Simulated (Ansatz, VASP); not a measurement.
## WS2: VASP beside Ansatz

INCAR

```
  ALGO = Normal
  EDIFF = 1E-6
  ENCUT = 520
  GGA = PE
  ISIF = 2
  ISMEAR = 0
  IVDW = 12
  LASPH = True
  LCHARG = False
  LREAL = False
  LWAVE = False
  NBANDS = 35
  NELM = 60
  PREC = Accurate
  SIGMA = 0.05
```

Contents of KPOINTS:

```
k-points
0
Gamma
  8 6 2
```

The input POSCAR:

```
WS2
1.0
    3.1598870963      0.0000000000      0.0000000000
    0.0000000000      5.4730849970      0.0000000000
    0.0000000000      0.0000000000     16.9398491420
W S
2 4
Direct
   -0.0061711066      0.3333333333      0.0000000000
    0.5061711066      0.8333333333      0.0000000000
    0.4942715091      0.1666666667      0.9069649216
    0.0057284909      0.6666666667      0.9069649216
    0.4942715091      0.1666666667      0.0930350784
    0.0057284909      0.6666666667      0.0930350784
```

Input for Ansatz:

```yaml
crystal:
  lattice:
    - [3.1598870963, 0.0, 0.0]
    - [0.0, 5.473084997, 0.0]
    - [0.0, 0.0, 16.939849142]
  atoms:
    - { symbol: W, position: [-0.0061711066, 0.3333333333, 0.0] }
    - { symbol: W, position: [0.5061711066, 0.8333333333, 0.0] }
    - { symbol: S, position: [0.4942715091, 0.1666666667, 0.9069649216] }
    - { symbol: S, position: [0.0057284909, 0.6666666667, 0.9069649216] }
    - { symbol: S, position: [0.4942715091, 0.1666666667, 0.0930350784] }
    - { symbol: S, position: [0.0057284909, 0.6666666667, 0.0930350784] }
basis:
  ecutwfc: 420
kpoints:
  mp_grid: { grid: [8, 6, 2] }
hamiltonian:
  xc: pbe
  pseudopotentials: { kind: paw, azcp: { folder: soft_1 } }
  dispersion: d3bj
scf:
  occupations: { method: gaussian, width: 0.05 }
output:
  forces: true
  stress: true
  eigenvalues: true
  write_density: true
  write_potential: true
  elf: true
  volumetric_format: npy
```

Change from the starting cell: mode 4 frozen in at -0.019 Å and mode 5 at +0.000 Å (largest displacements).

Alike in both runs: task single point; functional PBE; dispersion D3(BJ); k mesh 8 × 6 × 2; occupations gaussian, width 0.05 eV; no spin polarisation.

```csv
,VASP,Ansatz
version,VASP 6.6.1,Ansatz 0.2.0
potentials or method,"VASP PAW PBE potentials, release 64 (W_sv, S), cutoff 520 eV","scalar-relativistic, plane waves, PAW"
valence electrons in the cell,52,52
```

```csv
,VASP,Ansatz,Ansatz less VASP
gap on the k mesh at the Fermi level (eV),2.05,2.05,-0.001
least direct gap on the mesh (eV),2.05,2.05,-0.001
rms of the force components (eV/Å),0.076,0.076,0.0000
```

Atom by atom the forces differ by 0.001 eV/Å (rms over components). Ansatz's warnings: xc potential rough in thin density.

Spin-orbit coupling is off throughout.
